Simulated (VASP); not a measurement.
Input of a VASP 6.6.1 run:

The input INCAR:

```
SYSTEM = Ti16Si32B
PREC = Accurate
ENCUT = 520
EDIFF = 1E-7
ISMEAR = 1
SIGMA = 0.1
LREAL = Auto
LASPH = .True.
NELM = 100
ALGO = Normal
ISIF = 2
LWAVE = .False.
LCHARG = .False.
GGA = PE
NBANDS = 192
```

File KPOINTS:

```
Automatic mesh
0
Gamma
  1 1 1
  0 0 0
```

POSCAR

```
Ti16Si32B
1.0
    4.8081252100      8.2721766700      0.0000000000
    4.8081252100     -8.2721766700      0.0000000000
   -4.8081252100      0.0000000000     -8.5559772500
Ti Si B
16 32 1
Direct
    0.2518856015      0.2559827094     -0.0008112457
    0.3771530189      0.1235677676      0.2523476789
    0.2517053219      0.2566039117      0.5001898527
    0.3778553811      0.1350629360      0.7557354129
    0.2426143150      0.7467659024     -0.0193035810
    0.3798838300      0.6415059019      0.2524598812
    0.2609399201      0.7654860833      0.4932535322
    0.3750635413      0.6298951393      0.7489620195
    0.7537809626      0.2578868148      0.0030149683
    0.8761964050      0.1308822941      0.2492319624
    0.7370877226      0.2404805823      0.4931980155
    0.8826794910      0.1334379978      0.7558035524
    0.7516390422      0.7557419526     -0.0012467308
    0.8776657307      0.6310816596      0.2492034443
    0.7531621674      0.7562122715      0.5001952290
    0.8786543610      0.6317383337      0.7488752965
    0.4153517860      0.0864268720     -0.0001063584
    0.0891557949      0.4262606599     -0.0000351801
    0.0441319908      0.4685370948      0.2507120972
    0.2143185293      0.2926584905      0.2493385545
    0.4265682146      0.1192145275      0.5234561604
    0.0866762080      0.4178586898      0.4975698130
    0.0292670451      0.4579977337      0.7423163730
    0.2137349300      0.2956645148      0.7510853304
    0.4113801083      0.5943325596     -0.0015167175
    0.0915734848      0.9168837112     -0.0015241976
    0.0424292704      0.9660810859      0.2517607208
    0.1890892356      0.7769466031      0.2223507548
    0.4135432765      0.5896674163      0.4992423279
    0.0885136985      0.9211178939      0.4997053960
    0.0421826612      0.9682048323      0.7510273593
    0.2175966894      0.7969330831      0.7421845354
    0.9163967287      0.0948789745      0.0011349960
    0.5893594907      0.4191061153      0.0011457487
    0.5395905771      0.4693816075      0.2492746226
    0.7111910480      0.2948549206      0.2506542429
    0.9160630982      0.0913492082      0.4997551858
    0.5903626509      0.4221442901      0.4990876992
    0.5394250255      0.4692032419      0.7507329452
    0.7141198677      0.2889311731      0.7527258210
    0.9024695084      0.5787043004     -0.0114930179
    0.5907579486      0.9225594936     -0.0115041213
    0.5378699610      0.9580870500      0.2223023676
    0.7139860687      0.7985295967      0.2518675467
    0.9154874269      0.5922666947      0.4974172880
    0.6017615386      0.9170115754      0.5235024439
    0.5433686456      0.9766931674      0.7527739745
    0.7161169112      0.7942138892      0.7507661384
    0.4443798570      0.9483275078      0.3840630829
```

Potentials or basis: VASP PAW PBE potentials, release 64 (Ti_sv, Si, B).

Command:

```bash
$ cat potpaw_PBE.64/Ti_sv/POTCAR potpaw_PBE.64/Si/POTCAR potpaw_PBE.64/B/POTCAR > POTCAR
$ mpirun -np 1 vasp_gam > vasp.out
```

Q: Predict the pressure.

A: 0.3 GPa.

Q: What does it give for the largest force?

A: 0.025 eV/Å.

Q: What does it give for the band gap on the k mesh?

A: Zero (an odd number of electrons rules out a gap without spin polarisation).

Forces in eV/Å, atoms in the order of the input:
```
Ti  -0.001 -0.005 -0.017
Ti  -0.004 -0.010  0.003
Ti   0.006 -0.004 -0.005
Ti  -0.004  0.003  0.005
Ti  -0.013  0.006  0.018
Ti   0.010  0.011  0.001
Ti  -0.013 -0.008  0.001
Ti  -0.004 -0.006 -0.009
Ti   0.005  0.002 -0.006
Ti  -0.005 -0.002 -0.001
Ti   0.007  0.005  0.004
Ti   0.003  0.002  0.003
Ti   0.003 -0.001 -0.024
Ti   0.012 -0.007 -0.003
Ti   0.000 -0.005 -0.008
Ti   0.004 -0.011 -0.009
Si   0.003  0.005  0.002
Si  -0.003 -0.007  0.004
Si   0.002 -0.004  0.007
Si  -0.003  0.000  0.001
Si   0.002  0.005 -0.001
Si   0.003 -0.004  0.004
Si  -0.002 -0.003  0.002
Si  -0.004  0.001  0.007
Si   0.004  0.002 -0.005
Si  -0.001 -0.001 -0.001
Si  -0.002  0.004  0.000
Si  -0.011 -0.002 -0.001
Si   0.000 -0.001  0.006
Si   0.001  0.001  0.001
Si   0.001 -0.001  0.004
Si   0.004  0.009 -0.002
Si   0.004  0.003 -0.007
Si  -0.006  0.002 -0.001
Si   0.004  0.004 -0.001
Si  -0.003  0.006  0.008
Si  -0.004  0.001 -0.001
Si   0.002  0.002  0.000
Si   0.002  0.001  0.005
Si  -0.001  0.000 -0.001
Si  -0.005  0.005  0.003
Si   0.004 -0.008  0.005
Si   0.011  0.003  0.000
Si  -0.002  0.001  0.005
Si   0.000  0.004 -0.001
Si  -0.007 -0.007  0.000
Si  -0.003  0.006  0.002
Si   0.001 -0.002  0.005
B    0.002  0.002 -0.006
```

Caveat: the k points lie up to 0.84 Å⁻¹ apart, too coarse for converged energies and pressures of a metal.
